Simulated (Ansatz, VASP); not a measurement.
LiH in VASP and in Ansatz

The input INCAR:

```
SYSTEM = LiH
  PREC = Accurate
  ENCUT = 520
  EDIFF = 1E-6
  ISMEAR = 0
  SIGMA = 0.01
  LREAL = .FALSE.
  LASPH = .TRUE.
  NELM = 80
  ALGO = Normal
  ISIF = 2
  LWAVE = .FALSE.
  LCHARG = .FALSE.
  GGA = B5
  ALDAX = 1.0
  AGGAX = 1.0
  AGGAC = 1.0
  ALDAC = 0.0
  NBANDS = 9
```

File KPOINTS:

```
regular mesh
0
G
  11 11 11
  0 0 0
```

POSCAR

```
LiH
1.0
    0.0000000000      2.0367500000      2.0367500000
    2.0367500000      0.0000000000      2.0367500000
    2.0367500000      2.0367500000      0.0000000000
Li H
1 1
Direct
    0.0000000000      0.0000000000      0.0000000000
    0.5000000000      0.5000000000      0.5000000000
```

File input.yaml:

```yaml
crystal:
  lattice:
    - [0.0, 2.03675, 2.03675]
    - [2.03675, 0.0, 2.03675]
    - [2.03675, 2.03675, 0.0]
  atoms:
    - { symbol: Li, position: [0.0, 0.0, 0.0] }
    - { symbol: H, position: [0.5, 0.5, 0.5] }
kpoints:
  mp_grid: { grid: [11, 11, 11] }
  band_path:
    path:
      - [0.0, 0.0, 0.0]
      - [0.5, 0.0, 0.5]
      - [0.5, 0.25, 0.75]
      - [0.375, 0.375, 0.75]
      - [0.0, 0.0, 0.0]
      - [0.5, 0.5, 0.5]
      - [0.625, 0.25, 0.625]
      - [0.5, 0.25, 0.75]
    npoints: 6
scf:
  occupations: { method: gaussian, width: 0.01 }
hamiltonian:
  xc: blyp
  pseudopotentials: { kind: all_electron, lapw: { basis_error: 0.001 } }
output:
  forces: true
  stress: true
  eigenvalues: true
```

Alike in both runs: functional BLYP; k mesh 11 × 11 × 11; occupations gaussian, width 0.01 eV; no spin polarisation.

```csv
,VASP,Ansatz
version,VASP 6.6.1,Ansatz 0.2.0
potentials or method,"VASP PAW PBE potentials, release 64 (Li_sv, H), cutoff 520 eV","all-electron LAPW, scalar-relativistic"
task,single point,band structure
```

|  | VASP | Ansatz | Ansatz less VASP |
| --- | --- | --- | --- |
| gap on the k mesh at the Fermi level (eV) | 3.63 | 3.64 | +0.003 |
| least direct gap on the mesh (eV) | 3.63 | 3.64 | +0.003 |

VASP's potentials were made for PBE, not for BLYP. Ansatz ran all-electron here, and VASP with PAW potentials.

Noted on VASP's run: the cutoff is short for stress, so the pressure is rough.
